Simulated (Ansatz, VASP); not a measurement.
# Two plane-wave programs on TaSi2

```
Ta Si
1.0
     4.80572    0.00000    0.00000
    -2.40286    4.16188    0.00000
     0.00000    0.00000    6.59720
Ta Si
3 6
Direct
  0.00000 0.50000 0.16667
  0.50000 0.50000 0.83333
  0.50000 0.00000 0.50000
  0.84106 0.68213 0.50000
  0.15894 0.84106 0.83333
  0.68213 0.84106 0.16667
  0.15894 0.31787 0.50000
  0.84106 0.15894 0.83333
  0.31787 0.15894 0.16667
```

Alike in both runs: functional PBE; k mesh 12 × 12 × 6; occupations gaussian, width 0.1 eV; no spin polarisation.

Ansatz relaxed the structure, and its values are those at the end. VASP's run is a single point on that final structure, the one shown.

|  | VASP | Ansatz |
| --- | --- | --- |
| version | VASP 6.6.1 | Ansatz 0.2.0 |
| potentials or method | VASP PAW PBE potentials, release 64 (Ta_pv, Si), cutoff 520 eV | scalar-relativistic, plane waves, PAW |
| valence electrons in the cell | 57 | 63 |

|  | VASP | Ansatz | Ansatz less VASP |
| --- | --- | --- | --- |
| gap on the k mesh at the Fermi level (eV) | none | none | - |
| pressure (GPa) | 0.1 | 0.0 | -0.09 |

A gap of «none» marks a metal or a gap that the smearing closes. The functional is the same, so the differences come from potentials, cutoffs and numerics. VASP's potentials hold 57 valence electrons a cell and Ansatz's 63, so a difference there can come from the potentials and not from the codes.

Neither program's run includes spin-orbit coupling.
